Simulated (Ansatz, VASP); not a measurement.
## SnO2 in VASP and in Ansatz

```
CELL_PARAMETERS angstrom
4.76002 0.00000 0.00000
0.00000 4.76002 0.00000
0.00000 0.00000 3.20071
ATOMIC_POSITIONS crystal
Sn 0.00000 0.00000 0.00000
Sn 0.50000 0.50000 0.50000
O 0.30591 0.30591 0.00000
O 0.19409 0.80591 0.50000
O 0.69409 0.69409 0.00000
O 0.80591 0.19409 0.50000
```

Alike in both runs: functional r2SCAN; k mesh 6 × 6 × 8; no spin polarisation.

Ansatz relaxed the structure, and its values are those at the end. VASP's run is a single point on that final structure, the one shown.

```csv
,VASP,Ansatz
version,VASP 6.6.1,Ansatz 0.2.0
potentials or method,"VASP PAW PBE potentials, release 64 (Sn_d, O), cutoff 520 eV","plane waves, PAW"
occupations,"gaussian, width 0.01 eV",fixed
valence electrons in the cell,52,52
```

Ansatz gave:

| Item | Value |
| --- | --- |
| pressure (GPa) | 0.0 |
| rms of the force components (eV/Å) | 0.000 |

Q: What did VASP give for the same quantities?

A: Pressure (GPa): 1.1; rms of the force components (eV/Å): 0.013.

VASP's potentials were made for PBE, not for r2SCAN.
